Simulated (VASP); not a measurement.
# Hg (Pm-3m) in VASP: a series of runs, part 2 of 2

VASP 6.6.1.

**3. Single point, PBE (20.27 Å³/atom)**

File INCAR:

```
  ALGO = Normal
  EDIFF = 1E-6
  ENCUT = 520
  GGA = PE
  ISIF = 2
  ISMEAR = -1
  LASPH = True
  LCHARG = False
  LREAL = False
  LWAVE = False
  NBANDS = 12
  NELM = 100
  PREC = Accurate
  SIGMA = 0.08
```

File KPOINTS:

```
k-points
0
Gamma
  12 12 12
```

File POSCAR:

```
Hg
1.0
    2.7265712181      0.0000000000      0.0000000000
    0.0000000000      2.7265712181      0.0000000000
    0.0000000000      0.0000000000      2.7265712181
Hg
1
Direct
    0.0000000000      0.0000000000      0.0000000000
```

Potentials or basis: VASP PAW PBE potentials, release 64 (Hg).

Run with:

```
$ cat potpaw_PBE.64/Hg/POTCAR > POTCAR
$ mpirun -np 1 vasp_std > vasp.out
```

OUTCAR:

```text
EDIFF = 1E-6
   ENCUT = 520
   GGA = PE
   ISIF = 2
   ISMEAR = -1
   LASPH = True
   LREAL = False
   NELM = 100
   PREC = Accurate

 ion  position               nearest neighbor table
   1  0.000  0.000  0.000-

  LATTYP: Found a simple cubic cell.
 ALAT       =     2.7265712181

  Lattice vectors:

 A1 = (   2.7265712181,   0.0000000000,   0.0000000000)
 A2 = (   0.0000000000,   2.7265712181,   0.0000000000)
 A3 = (   0.0000000000,   0.0000000000,   2.7265712181)

Analysis of symmetry for initial positions (statically):
=====================================================================
 Subroutine PRICEL returns:
 Original cell was already a primitive cell.

 Routine SETGRP: Setting up the symmetry group for a
 simple cubic supercell.

 Subroutine GETGRP returns: Found 48 space group operations
 (whereof 48 operations were pure point group operations)
 out of a pool of 48 trial point group operations.

The static configuration has the point symmetry O_h .

Analysis of symmetry for dynamics (positions and initial velocities):
=====================================================================
 Subroutine PRICEL returns:
 Original cell was already a primitive cell.

 Routine SETGRP: Setting up the symmetry group for a
 simple cubic supercell.

 Subroutine GETGRP returns: Found 48 space group operations
 (whereof 48 operations were pure point group operations)
 out of a pool of 48 trial point group operations.

The dynamic configuration has the point symmetry O_h .

 Subroutine INISYM returns: Found 48 space group operations
 (whereof 48 operations are pure point group operations),
 and found     1 'primitive' translations

----------------------------------------------------------------------------------------

                                     Primitive cell

  volume of cell :      20.2699

  direct lattice vectors                    reciprocal lattice vectors
     2.726571218  0.000000000  0.000000000     0.366761005  0.000000000  0.000000000
     0.000000000  2.726571218  0.000000000     0.000000000  0.366761005  0.000000000
[... 106 lines left out ...]
  Thomas-Fermi vector in A             =   2.500037
   LORBIT       =      0    0 simple, 1 ext, 2 COOP (PROOUT), +10 PAW based schemes
   GGA     = PE    functional components
   LHFCALC =     F    Hartree Fock is set to
   AEXX    =    0.0000 exact exchange contribution
   IVDW    =     0    specifies the selected vdW correction
   LEPSILON=     F    determine dielectric tensor
   LRPA    =     F    only Hartree local field effects (RPA)
 non-spin polarized calculation
  energy-cutoff  :      520.00
  volume of cell :       20.27
 maximum number of plane-waves:       560
   NGX = 11   NGY = 11   NGZ = 11

 number of electron      11.9999997 magnetization

 Free energy of the ion-electron system (eV)
  ---------------------------------------------------
  ext. energy  EPLUGINS =         0.00000000
  ---------------------------------------------------
  free energy    TOTEN  =         0.36242987 eV

  energy without entropy =        0.37116087  energy(sigma->0) =        0.36679537

 E-fermi :   4.3450     XC(G=0): -11.6170

 val. band max:        4.2194259848   @ k =   0.5000   0.3333   0.0000
 cond. band min:       4.3535585728   @ k =   0.4167   0.0833   0.0833
 fundamental gap:      0.1341325881
 Fermi energy:         4.3450070194

 k-point     1 :       0.0000    0.0000    0.0000
  band No.  band energies     occupation
      1      -6.4385      2.00000
      2      -5.4511      2.00000
      3      -5.4511      2.00000
      4      -1.8590      2.00000
      5      -1.8590      2.00000
      6      -1.8590      2.00000
      7      15.8776      0.00000
      8      15.8776      0.00000
      9      15.8776      0.00000
     10      20.4507      0.00000
     11      22.4747      0.00000
     12      22.4747      0.00000
[... 331 lines left out ...]
 k-point    24 :       0.4167    0.3333    0.0000
  band No.  band energies     occupation
      1      -4.8339      2.00000
      2      -4.7100      2.00000
      3      -2.8244      2.00000
      4      -2.5982      2.00000
      5      -2.1867      2.00000
      6       1.4954      2.00000
      7       6.0879      0.00000
      8      10.6389      0.00000
      9      15.2310      0.00000
     10      22.5669      0.00000
     11      24.3591      0.00000
     12      25.1726      0.00000

 [... further k-points ...]
[... 5 lines left out ...]
  --------------------------------------------------------------------------------------
  -------------------------------------------------------------------------------------
  Total        3.6635895      3.6635895      3.6635895      0.0000000     -0.0000000      0.0000000
  in kB      289.5788542    289.5788542    289.5788542      0.0000000     -0.0000000      0.0000000
  external PRESSURE =     289.5788542 kB  Pullay stress =       0.0000000 kB

 VOLUME and BASIS-vectors are now :
 -----------------------------------------------------------------------------
  energy-cutoff  :      520.00
  volume of cell :       20.27
      direct lattice vectors                 reciprocal lattice vectors
     2.726571218  0.000000000  0.000000000     0.366761005  0.000000000  0.000000000
     0.000000000  2.726571218  0.000000000     0.000000000  0.366761005  0.000000000
     0.000000000  0.000000000  2.726571218     0.000000000  0.000000000  0.366761005

 POSITION                                       TOTAL-FORCE (eV/Angst)
 -----------------------------------------------------------------------------------
      0.00000      0.00000      0.00000         0.000000      0.000000      0.000000
 -----------------------------------------------------------------------------------
    total drift:                                0.000000      0.000000      0.000000

  FREE ENERGIE OF THE ION-ELECTRON SYSTEM (eV)
  ---------------------------------------------------
  free  energy   TOTEN  =         0.3624298713 eV

  energy  without entropy=        0.3711608673  energy(sigma->0) =        0.36679537
```

stdout:

```text
POSCAR found type information on POSCAR Hg
 POSCAR found :  1 types and       1 ions
 scaLAPACK will be used
 LDA part: xc-table for (Slater+PW92), standard interpolation
 POSCAR, INCAR and KPOINTS ok, starting setup
 FFT: planning ... GRIDC
 FFT: planning ... GRID_SOFT
 FFT: planning ... GRID
 WAVECAR not read
 entering main loop
```

Run time: 23 s. Hardware: 1 thread of Intel Xeon 8259CL, shared host; peak memory 0.13 GiB.

What came out:

```yaml
Free_energy: 0.3624 eV
Pressure: 29.0 GPa
Band_gap_on_the_k_mesh: zero (bands 6 and 7 overlap by 7.74 eV)
```

Levels at points of the mesh, in eV from the Fermi level:
| k point | band 4 | band 5 | band 6 | band 7 | band 8 | band 9 |
| --- | --- | --- | --- | --- | --- | --- |
| (0.00, 0.00, 0.00) | -6.20 | -6.20 | -6.20 | 11.53 | 11.53 | 11.53 |
| (0.50, 0.00, 0.00) | -7.38 | -6.09 | -3.18 | -2.20 | 15.14 | 16.77 |
| (0.50, 0.50, 0.00) | -7.19 | -5.20 | 1.04 | 1.04 | 2.49 | 8.30 |
| (0.50, 0.50, 0.50) | -5.12 | -5.12 | 5.54 | 5.54 | 5.54 | 8.35 |

Caveat: the cell stands under pressure; spin-orbit coupling is left out, which moves the levels of the heavy elements.

**4. Single point, PBE (23.25 Å³/atom)**

This run uses another cell than the first one, of 23.25 Å³/atom.

File INCAR:

```
SYSTEM = Hg
ALGO = Normal
EDIFF = 1E-6
ENCUT = 520
GGA = PE
ISIF = 2
ISMEAR = -1
LASPH = .TRUE.
LCHARG = .FALSE.
LREAL = .FALSE.
LWAVE = .FALSE.
NBANDS = 12
NELM = 100
PREC = Accurate
SIGMA = 0.08
```

File KPOINTS:

```
k-points
0
G
  12 12 12
  0 0 0
```

File POSCAR:

```
Hg
1.0
    2.8541628078      0.0000000000      0.0000000000
    0.0000000000      2.8541628078      0.0000000000
    0.0000000000      0.0000000000      2.8541628078
Hg
1
Direct
    0.0000000000      0.0000000000      0.0000000000
```

Run with:

```
$ cat potpaw_PBE.64/Hg/POTCAR > POTCAR
$ mpirun -np 1 vasp_std > vasp.out
```

Run time: 25 s. Hardware: 1 thread of Intel Xeon 8259CL, shared host; peak memory 0.15 GiB.

It converged, with:

```
Free energy            : 0.0049 eV
Pressure               : 11.5 GPa
Band gap on the k mesh : zero (bands 6 and 7 overlap by 7.56 eV)
```

Levels at points of the mesh, in eV from the Fermi level:
```tsv
k point	band 2	band 3	band 4	band 5	band 6	band 7	band 8	band 9	band 10	band 11
(0.00, 0.00, 0.00)	-8.86	-8.86	-6.08	-6.08	-6.08	10.79	10.79	10.79	14.80	16.71
(0.50, 0.00, 0.00)	-8.50	-6.97	-6.97	-6.00	-2.54	-2.44	14.79	15.32	15.32	16.06
(0.50, 0.50, 0.00)	-8.26	-6.83	-6.83	-5.29	1.25	1.25	1.52	7.79	18.67	18.67
(0.50, 0.50, 0.50)	-8.23	-8.23	-5.23	-5.23	5.11	5.11	5.11	6.41	8.57	12.17
```

Caveat: the cell stands under pressure; spin-orbit coupling is left out, which moves the levels of the heavy elements.
